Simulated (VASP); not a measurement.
A run of VASP 6.6.1 is set up as follows.

The input INCAR:

```
SYSTEM = Na
PREC = Accurate
ENCUT = 520
EDIFF = 1E-8
ISMEAR = -1
SIGMA = 0.03
LREAL = .FALSE.
LASPH = .TRUE.
NELM = 100
ALGO = Normal
ISIF = 2
LWAVE = .FALSE.
LCHARG = .FALSE.
GGA = PS
LEFG = .TRUE.
NBANDS = 10
```

The input KPOINTS:

```
regular mesh
0
G
  11 11 11
  0 0 0
```

Contents of POSCAR:

```
Na
1.0
   -2.1315235875      2.1315235875      2.1315235875
    2.1315235875     -2.1315235875      2.1315235875
    2.1315235875      2.1315235875     -2.1315235875
Na
1
Direct
    0.0000000000      0.0000000000      0.0000000000
```

Potentials or basis: VASP PAW PBE potentials, release 64 (Na_pv).

Launch:

```bash
$ cat potpaw_PBE.64/Na_pv/POTCAR > POTCAR
$ mpirun -np 1 vasp_std > vasp.out
```

Task: Predict the pressure.

Result: -0.5 GPa.

Caveat: without QUAD_EFG the Cq values of the log hold for a quadrupole moment of 1 mb, not for the nuclei; the PAW data sets were made with another functional, which shifts forces and pressure a little.
